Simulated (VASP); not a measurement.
# SrTiO3 in VASP: further runs

SrTiO3 is run at these levels: PBE; tasks: single point.

Program: VASP 6.6.1. These are calculated values, not measurements. Logs are shortened: lines on timing, memory, paths and dates and some standing lists are left out, and cuts for length are marked.

## (1) The cell of the first run

It takes space group Pmm2 (No. 25, orthorhombic). Conventional cell: a = 3.799 Å, b = 4.212 Å, c = 3.799 Å, α = 90.00°, β = 90.00°, γ = 90.00°. Within 3.5 Å of Sr (site symmetry mm2) lie 12 O at 2.62 to 2.90 Å and 8 Ti at 3.39 to 3.44 Å. Ti (site symmetry mm2) has 6 O at 1.75 to 2.11 Å within 2.3 Å. Within 2.3 Å of O (site symmetry mm2) lie 2 Ti at 1.75 to 2.05 Å. O (site symmetry mm2) has 2 Ti at 1.90 Å within 2.5 Å. O (site symmetry mm2) has 2 Ti at 2.11 Å and 4 Sr at 2.62 to 2.75 Å within 2.8 Å.

## (2) Single point, PBE (mode 1 frozen in at -0.096 Å, strain +e along z and -e/2 along x and y +0.0700)

File INCAR:

```
SYSTEM = SrTiO3
  PREC = Accurate
  ENCUT = 520
  EDIFF = 1E-6
  ISMEAR = 0
  SIGMA = 0.05
  LREAL = .FALSE.
  LASPH = .TRUE.
  NELM = 60
  ALGO = Normal
  ISIF = 2
  LWAVE = .FALSE.
  LCHARG = .TRUE.
  GGA = PE
  LELF = .TRUE.
  LVHAR = .TRUE.
  NBANDS = 28
```

File KPOINTS:

```
regular mesh
0
G
  8 8 8
  0 0 0
```

File POSCAR:

```
SrTiO3
1.0
    3.7986351078      0.0000000000      0.0000000000
    0.0000000000      3.7986351078      0.0000000000
    0.0000000000      0.0000000000      4.2119580988
Sr Ti O
1 1 3
Direct
    0.0034176272      0.0000000000      0.0000000000
    0.5161346144      0.5000000000      0.5000000000
   -0.0243877070      0.5000000000      0.5000000000
    0.4786990076      0.0000000000      0.5000000000
    0.4786990076      0.5000000000      0.0000000000
```

Potentials or basis: VASP PAW PBE potentials, release 64 (Sr_sv, Ti_sv, O).

Run with:

```bash
$ cat potpaw_PBE.64/Sr_sv/POTCAR potpaw_PBE.64/Ti_sv/POTCAR potpaw_PBE.64/O/POTCAR > POTCAR
$ mpirun -np 1 vasp_std > vasp.out
```

OUTCAR:

```text
SYSTEM = SrTiO3
   PREC = Accurate
   ENCUT = 520
   EDIFF = 1E-6
   ISMEAR = 0
   LREAL = .FALSE.
   LASPH = .TRUE.
   NELM = 60
   ISIF = 2
   GGA = PE

 ion  position               nearest neighbor table
   1  0.003  0.000  0.000-   5 2.62   5 2.62   5 2.75   5 2.75   4 2.77   4 2.77   3 2.84   3 2.84
                             3 2.84   3 2.84   4 2.90   4 2.90   2 3.39   2 3.39   2 3.39   2 3.39
   2  0.516  0.500  0.500-   3 1.75   4 1.90   4 1.90   3 2.05   5 2.11   5 2.11   1 3.39   1 3.39
                             1 3.39   1 3.39   1 3.44   1 3.44   1 3.44   1 3.44
   3  0.976  0.500  0.500-   2 1.75   2 2.05   1 2.84   1 2.84   1 2.84   1 2.84
   4  0.479  0.000  0.500-   2 1.90   2 1.90   1 2.77   1 2.77   1 2.90   1 2.90
   5  0.479  0.500  0.000-   2 2.11   2 2.11   1 2.62   1 2.62   1 2.75   1 2.75

  LATTYP: Found a simple tetragonal cell.
 ALAT       =     3.7986351078
 C/A-ratio  =     1.1088082902

  Lattice vectors:

 A1 = (   3.7986351078,   0.0000000000,   0.0000000000)
 A2 = (   0.0000000000,   3.7986351078,   0.0000000000)
 A3 = (   0.0000000000,   0.0000000000,   4.2119580988)

Analysis of symmetry for initial positions (statically):
=====================================================================
 Subroutine PRICEL returns:
 Original cell was already a primitive cell.

 Routine SETGRP: Setting up the symmetry group for a
 simple tetragonal supercell.

 Subroutine GETGRP returns: Found  4 space group operations
 (whereof  4 operations were pure point group operations)
 out of a pool of 16 trial point group operations.

The static configuration has the point symmetry C_2v.

Analysis of symmetry for dynamics (positions and initial velocities):
=====================================================================
 Subroutine PRICEL returns:
 Original cell was already a primitive cell.

 Routine SETGRP: Setting up the symmetry group for a
 simple tetragonal supercell.

 Subroutine GETGRP returns: Found  4 space group operations
 (whereof  4 operations were pure point group operations)
 out of a pool of 16 trial point group operations.

The dynamic configuration has the point symmetry C_2v.

 Subroutine INISYM returns: Found  4 space group operations
 (whereof  4 operations are pure point group operations),
 and found     1 'primitive' translations

----------------------------------------------------------------------------------------

                                     Primitive cell

  volume of cell :      60.7770

  direct lattice vectors                    reciprocal lattice vectors
     3.798635108  0.000000000  0.000000000     0.263252450  0.000000000  0.000000000
     0.000000000  3.798635108  0.000000000     0.000000000  0.263252450  0.000000000
     0.000000000  0.000000000  4.211958099     0.000000000  0.000000000  0.237419266

  length of vectors
     3.798635108  3.798635108  4.211958099     0.263252450  0.263252450  0.237419266

  position of ions in fractional coordinates (direct lattice)
     0.003417627  0.000000000  0.000000000
     0.516134614  0.500000000  0.500000000
     0.975612293  0.500000000  0.500000000
     0.478699008  0.000000000  0.500000000
     0.478699008  0.500000000  0.000000000

  ion indices of the primitive-cell ions
   primitive index   ion index
                 1           1
                 2           2
                 3           3
                 4           4
                 5           5

----------------------------------------------------------------------------------------

 KPOINTS: regular mesh

Automatic generation of k-mesh.
 Grid dimensions read from file:
 generate k-points for:    8    8    8

 Generating k-lattice:

  Cartesian coordinates                     Fractional coordinates (reciprocal lattice)
     0.032906556  0.000000000  0.000000000     0.125000000  0.000000000  0.000000000
     0.000000000  0.032906556  0.000000000     0.000000000  0.125000000  0.000000000
     0.000000000  0.000000000  0.029677408     0.000000000  0.000000000  0.125000000

  Length of vectors
     0.032906556  0.032906556  0.029677408

  Shift w.r.t. Gamma in fractional coordinates (k-lattice)
     0.000000000  0.000000000  0.000000000

 Subroutine IBZKPT returns following result:
 ===========================================

 Found    125 irreducible k-points:

 Following reciprocal coordinates:
            Coordinates               Weight
  0.000000  0.000000  0.000000      1.000000
  0.125000  0.000000  0.000000      2.000000
  0.000000  0.125000  0.000000      2.000000
  0.250000  0.000000  0.000000      2.000000
  0.000000  0.250000  0.000000      2.000000
  0.375000  0.000000  0.000000      2.000000
[... 16 lines left out ...]
  0.500000  0.375000  0.000000      2.000000
 -0.375000  0.500000  0.000000      2.000000
 [... further k-points ...]
   k-points           NKPTS =    125   k-points in BZ     NKDIM =    125   number of bands    NBANDS=     28
   number of dos      NEDOS =    301   number of ions     NIONS =      5
   total plane-waves  NPLWV =  25088
   dimension x,y,z NGX =    28 NGY =   28 NGZ =   32
   dimension x,y,z NGXF=    56 NGYF=   56 NGZF=   64
   ions per type =               1   1   3
   NGX,Y,Z   is equivalent  to a cutoff of  12.25, 12.25, 12.63 a.u.
   NGXF,Y,Z  is equivalent  to a cutoff of  24.51, 24.51, 25.26 a.u.
 SYSTEM =  SrTiO3
   PREC   = accura    normal or accurate (medium, high low for compatibility)
   ISTART =      0    job   : 0-new  1-cont  2-samecut
   ICHARG =      2    charge: 1-file 2-atom 10-const
   ISPIN  =      1    spin polarized calculation?
   LNONCOLLINEAR =      F non collinear calculations
   LSORBIT =      F    spin-orbit coupling
   LASPH  =      T    aspherical Exc in radial PAW
   ENCUT  =  520.0 eV  38.22 Ry    6.18 a.u.   7.06  7.06  7.83*2*pi/ulx,y,z
   NELM   =     60;   NELMIN=  2; NELMDL= -5     # of ELM steps
   EDIFF  = 0.1E-05   stopping-criterion for ELM
   LREAL  =      F    real-space projection
   EDIFFG = 0.1E-04   stopping-criterion for IOM
   NSW    =      0    number of steps for IOM
   IBRION =     -1    ionic relax: 0-MD 1-quasi-New 2-CG
   NFREE  =      0    steps in history (QN), initial steepest desc. (CG)
   ISIF   =      2    stress and relaxation
   ISYM   =      2    0-nonsym 1-usesym 2-fastsym
   POTIM  = 0.5000    time-step for ionic-motion
   TEBEG  =    0.0;   TEEND  =   0.0 temperature during run
   PSTRESS=    0.0 pullay stress
   NELECT =      40.0000    total number of electrons
   NUPDOWN=      -1.0000    fix difference up-down
   EMIN   =  10.00;   EMAX   =-10.00  energy-range for DOS
   EFERMI =   0.00;   METHOD = LEGACY
   ISMEAR =     0;   SIGMA  =   0.05  broadening in eV -4-tet -1-fermi 0-gaus
   EFERMI_NEDOS =   21; number of points for ismear=-14 and -15
   IALGO  =     38    algorithm
   IMIX   =      4    mixing-type and parameters
     AMIX     =   0.40;   BMIX     =  1.00
     AMIX_MAG =   1.60;   BMIX_MAG =  1.00
  volume/ion in A,a.u.               =      12.16        82.03
  Fermi-wavevector in a.u.,A,eV,Ry     =   1.424017  2.691001 27.590216  2.027824
  Thomas-Fermi vector in A             =   2.544553
   LORBIT       =      0    0 simple, 1 ext, 2 COOP (PROOUT), +10 PAW based schemes
   GGA     = PE    functional components
   LHFCALC =     F    Hartree Fock is set to
   AEXX    =    0.0000 exact exchange contribution
   IVDW    =     0    specifies the selected vdW correction
   LEPSILON=     F    determine dielectric tensor
   LRPA    =     F    only Hartree local field effects (RPA)
 non-spin polarized calculation
 Gauss-broadening in eV      SIGMA  =   0.05
  energy-cutoff  :      520.00
  volume of cell :       60.78
 maximum number of plane-waves:      1660
   NGX = 15   NGY = 15   NGZ = 15

 number of electron      39.9999995 magnetization

 Free energy of the ion-electron system (eV)
  ---------------------------------------------------
  ext. energy  EPLUGINS =         0.00000000
  ---------------------------------------------------
  free energy    TOTEN  =       -39.74996022 eV

  energy without entropy =      -39.74996022  energy(sigma->0) =      -39.74996022

 E-fermi :   4.2997     XC(G=0): -11.1454

 val. band max:        4.0615651161   @ k =   0.5000   0.5000   0.5000
 cond. band min:       5.9143322235   @ k =   0.0000   0.0000   0.0000
 fundamental gap:      1.8527671074
 Fermi energy:         4.2997153570

 k-point     1 :       0.0000    0.0000    0.0000
  band No.  band energies     occupation
      1     -52.3433      2.00000
      2     -28.8498      2.00000
      3     -28.7182      2.00000
      4     -28.6001      2.00000
      5     -28.5594      2.00000
      6     -13.5114      2.00000
[... 20 lines left out ...]
     27       9.8443      0.00000
     28      10.1708      0.00000

 k-point     2 :       0.1250    0.0000    0.0000
  band No.  band energies     occupation
      1     -52.3430      2.00000
      2     -28.8579      2.00000
      3     -28.7206      2.00000
      4     -28.5995      2.00000
      5     -28.5587      2.00000
      6     -13.4570      2.00000
[... 20 lines left out ...]
     27      10.1477      0.00000
     28      10.5849      0.00000

 k-point     3 :       0.0000    0.1250    0.0000
  band No.  band energies     occupation
      1     -52.3430      2.00000
      2     -28.8515      2.00000
      3     -28.7179      2.00000
      4     -28.6083      2.00000
      5     -28.5588      2.00000
      6     -13.4870      2.00000
[... 20 lines left out ...]
     27      10.1396      0.00000
     28      10.5410      0.00000

 k-point     4 :       0.2500    0.0000    0.0000
  band No.  band energies     occupation
      1     -52.3421      2.00000
      2     -28.8815      2.00000
      3     -28.7220      2.00000
      4     -28.5980      2.00000
      5     -28.5572      2.00000
      6     -13.4028      2.00000
[... 578 lines left out ...]
     27      12.6336      0.00000
     28      12.6675      0.00000

 k-point    23 :       0.5000    0.3750    0.0000
  band No.  band energies     occupation
      1     -52.3389      2.00000
      2     -28.8474      2.00000
      3     -28.7667      2.00000
      4     -28.6808      2.00000
      5     -28.5515      2.00000
      6     -12.7263      2.00000
[... 20 lines left out ...]
     27      12.6567      0.00000
     28      12.8936      0.00000

 k-point    24 :      -0.3750    0.5000    0.0000
  band No.  band energies     occupation
      1     -52.3389      2.00000
      2     -28.8102      2.00000
      3     -28.8016      2.00000
      4     -28.6828      2.00000
      5     -28.5516      2.00000
      6     -12.8099      2.00000
[... 20 lines left out ...]
     27      12.7736      0.00000
     28      12.8205      0.00000

 [... further k-points ...]
[... 5 lines left out ...]
  --------------------------------------------------------------------------------------
  -------------------------------------------------------------------------------------
  Total        6.3419363      4.1150381     -3.4479418      0.0000000      0.0000000      0.0000000
  in kB      167.1834401    108.4788939    -90.8931838      0.0000000      0.0000000      0.0000000
  external PRESSURE =      61.5897167 kB  Pullay stress =       0.0000000 kB

 VOLUME and BASIS-vectors are now :
 -----------------------------------------------------------------------------
  energy-cutoff  :      520.00
  volume of cell :       60.78
      direct lattice vectors                 reciprocal lattice vectors
     3.798635108  0.000000000  0.000000000     0.263252450  0.000000000  0.000000000
     0.000000000  3.798635108  0.000000000     0.000000000  0.263252450  0.000000000
     0.000000000  0.000000000  4.211958099     0.000000000  0.000000000  0.237419266

 POSITION                                       TOTAL-FORCE (eV/Angst)
 -----------------------------------------------------------------------------------
      0.01298      0.00000      0.00000         0.023132      0.000000      0.000000
      1.96061      1.89932      2.10598        -1.407827      0.000000      0.000000
      3.70600      1.89932      2.10598         1.441172      0.000000      0.000000
      1.81840      0.00000      2.10598        -0.233665      0.000000      0.000000
      1.81840      1.89932      0.00000         0.177189      0.000000      0.000000
 -----------------------------------------------------------------------------------
    total drift:                                0.000003      0.000000     -0.000004

  FREE ENERGIE OF THE ION-ELECTRON SYSTEM (eV)
  ---------------------------------------------------
  free  energy   TOTEN  =       -39.7499602222 eV

  energy  without entropy=      -39.7499602222  energy(sigma->0) =      -39.74996022
```

Wall time 4.5 min (1 thread of AMD EPYC 7R13, shared host); peak memory 0.29 GiB.

Results:

* Free energy: -39.7500 eV
* Pressure: 6.2 GPa
* Largest force: 1.441 eV/Å
* Band gap on the k mesh: 1.85 eV, indirect (least direct gap 2.42 eV)

Forces in eV/Å, atoms in the order of the input:
```
Sr   0.023  0.000  0.000
Ti  -1.408  0.000  0.000
O    1.441  0.000  0.000
O   -0.234  0.000  0.000
O    0.177  0.000  0.000
```

Caveat: the cell differs from its parent crystal (mode 1 frozen in at -0.096 Å, strain +e along z and -e/2 along x and y +0.0700); forces of over 1 eV/Å act on the atoms, so gaps and moduli don't describe the material at rest. A k mesh can miss the band edges.

## (3) Single point, PBE (mode 1 frozen in at -0.058 Å, strain +e along z and -e/2 along x and y +0.0700)

File INCAR:

```
PREC = Accurate
ENCUT = 520
EDIFF = 1E-6
ISMEAR = 0
SIGMA = 0.05
LREAL = F
LASPH = T
NELM = 80
ALGO = Normal
ISIF = 2
LWAVE = F
LCHARG = T
GGA = PE
LELF = T
LVHAR = T
NBANDS = 28
```

File KPOINTS:

```
regular mesh
0
Gamma
  8 8 8
```

File POSCAR:

```
SrTiO3
1.0
    3.7986351078      0.0000000000      0.0000000000
    0.0000000000      3.7986351078      0.0000000000
    0.0000000000      0.0000000000      4.2119580988
Sr Ti O
1 1 3
Direct
    0.0020505763      0.0000000000      0.0000000000
    0.5096807686      0.5000000000      0.5000000000
   -0.0146326242      0.5000000000      0.5000000000
    0.4872194045      0.0000000000      0.5000000000
    0.4872194045      0.5000000000      0.0000000000
```

Potentials or basis: VASP PAW PBE potentials, release 64 (Sr_sv, Ti_sv, O).

Run with:

```bash
$ cat potpaw_PBE.64/Sr_sv/POTCAR potpaw_PBE.64/Ti_sv/POTCAR potpaw_PBE.64/O/POTCAR > POTCAR
$ mpirun -np 1 vasp_std > vasp.out
```

Wall time 3.9 min (1 thread of AMD EPYC 7R13, shared host); peak memory 0.29 GiB.

The run converged. Its results:

```yaml
Free_energy: -39.8059 eV
Pressure: 4.8 GPa
Largest_force: 0.603 eV/Å
Band_gap_on_the_k_mesh: 1.71 eV, indirect (least direct gap 2.26 eV)
```

Forces in eV/Å, atoms in the order of the input:
```
Sr   0.007  0.000  0.000
Ti  -0.516  0.000  0.000
O    0.603  0.000  0.000
O   -0.181  0.000  0.000
O    0.086  0.000  0.000
```

Stress tensor (GPa, compression positive):
```
12.93  0.00  0.00
 0.00 10.87  0.00
 0.00  0.00 -9.46
```

Levels at points of the mesh, in eV from the valence-band top:
```csv
k point,band 18,band 19,band 20,band 21,band 22,band 23
"(0.00, 0.00, 0.00)",-0.60,-0.55,-0.55,1.71,1.86,2.08
"(0.50, 0.00, 0.00)",-2.08,-0.93,-0.82,1.92,3.81,3.98
"(0.00, 0.50, 0.00)",-2.09,-1.00,-0.96,2.04,3.85,3.91
"(0.50, 0.50, 0.00)",-1.32,-1.31,-0.04,3.93,3.99,4.41
"(0.00, 0.00, 0.50)",-1.72,-0.94,-0.82,2.16,3.05,3.09
"(0.50, 0.00, 0.50)",-1.84,-1.76,-0.52,3.07,4.04,4.08
"(0.00, 0.50, 0.50)",-1.91,-1.79,-0.47,3.10,3.99,4.05
"(0.50, 0.50, 0.50)",-0.28,-0.24,0.00,4.22,4.26,4.68
```

Caveat: the cell differs from its parent crystal (mode 1 frozen in at -0.058 Å, strain +e along z and -e/2 along x and y +0.0700). A k mesh can miss the band edges.

## (4) Single point, PBE (mode 1 frozen in at -0.019 Å, strain +e along z and -e/2 along x and y -0.0700)

File INCAR:

```
SYSTEM = SrTiO3
PREC = Accurate ; ENCUT = 520
EDIFF = 1E-6 ; ISMEAR = 0
SIGMA = 0.05 ; LREAL = .FALSE.
LASPH = .TRUE. ; NELM = 80
ALGO = Normal ; ISIF = 2
LWAVE = .FALSE. ; LCHARG = .TRUE.
GGA = PE ; LELF = .TRUE.
LVHAR = .TRUE. ; NBANDS = 28
```

File KPOINTS:

```
Automatic mesh
0
G
  8 8 8
  0 0 0
```

File POSCAR:

```
SrTiO3
1.0
    4.0741837684      0.0000000000      0.0000000000
    0.0000000000      4.0741837684      0.0000000000
    0.0000000000      0.0000000000      3.6608607774
Sr Ti O
1 1 3
Direct
    0.0006835254      0.0000000000      0.0000000000
    0.5032269229      0.5000000000      0.5000000000
   -0.0048775414      0.5000000000      0.5000000000
    0.4957398015      0.0000000000      0.5000000000
    0.4957398015      0.5000000000      0.0000000000
```

Run with:

```bash
$ cat potpaw_PBE.64/Sr_sv/POTCAR potpaw_PBE.64/Ti_sv/POTCAR potpaw_PBE.64/O/POTCAR > POTCAR
$ mpirun -np 1 vasp_std > vasp.out
```

Wall time 4.4 min (1 thread of AMD EPYC 7R13, shared host); peak memory 0.29 GiB.

It converged, with:

```
Free energy            : -39.7369 eV
Pressure               : 4.5 GPa
Largest force          : 0.192 eV/Å
Band gap on the k mesh : 1.74 eV, indirect (least direct gap 2.02 eV)
```

Forces on the atoms (eV/Å):
```
Sr   0.022  0.000  0.000
Ti   0.192  0.000  0.000
O   -0.109  0.000  0.000
O    0.020  0.000  0.000
O   -0.125  0.000  0.000
```

Stress tensor (GPa, compression positive):
```
-5.20  0.00  0.00
 0.00 -5.33  0.00
 0.00  0.00 23.90
```

Levels at points of the mesh, in eV from the valence-band top:
```
           k point  band 18  band 19  band 20  band 21  band 22  band 23
(0.00, 0.00, 0.00)    -0.40    -0.40    -0.28     1.74     1.92     1.94
(0.50, 0.00, 0.00)    -1.82    -0.67    -0.65     2.03     3.39     3.43
(0.00, 0.50, 0.00)    -1.81    -0.68    -0.67     2.06     3.39     3.42
(0.50, 0.50, 0.00)    -1.98    -1.56    -0.32     3.42     3.43     3.78
(0.00, 0.00, 0.50)    -1.95    -0.82    -0.81     2.00     3.83     4.43
(0.50, 0.00, 0.50)    -1.38    -1.36    -0.16     3.42     4.44     4.57
(0.00, 0.50, 0.50)    -1.39    -1.36    -0.16     3.41     4.44     4.57
(0.50, 0.50, 0.50)    -0.15    -0.01     0.00     4.02     4.73     4.73
```

Caveat: the cell differs from its parent crystal (mode 1 frozen in at -0.019 Å, strain +e along z and -e/2 along x and y -0.0700). A k mesh can miss the band edges.

(Continued in part 2 of 2.)
